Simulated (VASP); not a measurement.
A run of VASP 6.6.1:

Contents of POSCAR:

```
Co
1.0
    2.5190008694      0.0000000000      0.0000000000
   -1.2595004347      2.1815187451      0.0000000000
    0.0000000000      0.0000000000      4.0910000000
Co
2
Direct
    0.3333333333      0.6666666667      0.2500000000
    0.6666666667      0.3333333333      0.7500000000
```

File INCAR.step1:

```
SYSTEM = Co
PREC = Accurate
ENCUT = 520
ISMEAR = -1
SIGMA = 0.08
LREAL = .False.
LASPH = .True.
NELM = 150
ISPIN = 2
MAGMOM = 2 2
LMAXMIX = 4
NBANDS = 20
GGA = PE
ALGO = Normal
EDIFF = 1E-4
LWAVE = .True.
LCHARG = .False.
```

The input INCAR.step2:

```
SYSTEM = Co
PREC = Accurate
ENCUT = 520
EDIFF = 1E-8
ISMEAR = -1
SIGMA = 0.08
LREAL = .False.
LASPH = .True.
NELM = 150
ALGO = Normal
ISIF = 2
LWAVE = .False.
LCHARG = .False.
ISPIN = 2
MAGMOM = 2 2
LORBIT = 11
LMAXMIX = 4
METAGGA = R2SCAN
LMIXTAU = .True.
LEFG = .True.
NBANDS = 20
ISTART = 1
```

The input KPOINTS:

```
Automatic mesh
0
Gamma
  19 19 10
  0 0 0
```

Potentials or basis: VASP PAW PBE potentials, release 64 (Co).

The run is started by

```bash
$ cat potpaw_PBE.64/Co/POTCAR > POTCAR
$ cp INCAR.step1 INCAR
$ mpirun -np 1 vasp_std > vasp.out
$ cp INCAR.step2 INCAR
$ mpirun -np 1 vasp_std > vasp.out
```

Hardware: 1 thread of Intel Xeon 8259CL (shared host).

Question: How long does it take, and how much memory?

Answer: It took 23 min on 1 thread of Intel Xeon 8259CL (shared host), peak memory 0.27 GiB. Counts: k points 240.
